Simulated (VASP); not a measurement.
A run of VASP 6.6.1 is set up as follows.

The input INCAR:

```
  ALGO = Fast
  EDIFF = 1E-6
  ENCUT = 520
  GGA = PS
  ISIF = 2
  ISMEAR = 0
  LASPH = T
  LCHARG = F
  LREAL = F
  LWAVE = F
  NBANDS = 14
  NELM = 80
  PREC = Accurate
  SIGMA = 0.15
```

KPOINTS

```
k-points
0
Gamma
  16 16 16
```

File POSCAR:

```
AlNi
1.0
    2.8618233745      0.0000000000      0.0000000000
    0.0000000000      2.8618233745      0.0000000000
    0.0000000000      0.0000000000      2.8618233745
Al Ni
1 1
Direct
    0.0000000000      0.0000000000     -0.0132782478
    0.5000000000      0.5000000000      0.5061040518
```

Potentials or basis: VASP PAW PBE potentials, release 64 (Al, Ni).

The run is started by

```sh
$ cat potpaw_PBE.64/Al/POTCAR potpaw_PBE.64/Ni/POTCAR > POTCAR
$ mpirun -np 1 vasp_std > vasp.out
```

(1) What does it give for the band gap on the k mesh?

(2) What does it give for the largest force?

(3) What does it give for the pressure?

Answers

(1) zero (an odd number of electrons rules out a gap without spin polarisation).

(2) 0.348 eV/Å.

(3) 0.4 GPa.

Caveat: the cell differs from its parent crystal (atoms displaced along a vibrational mode); the PAW data sets were made with another functional, which shifts forces and pressure a little.
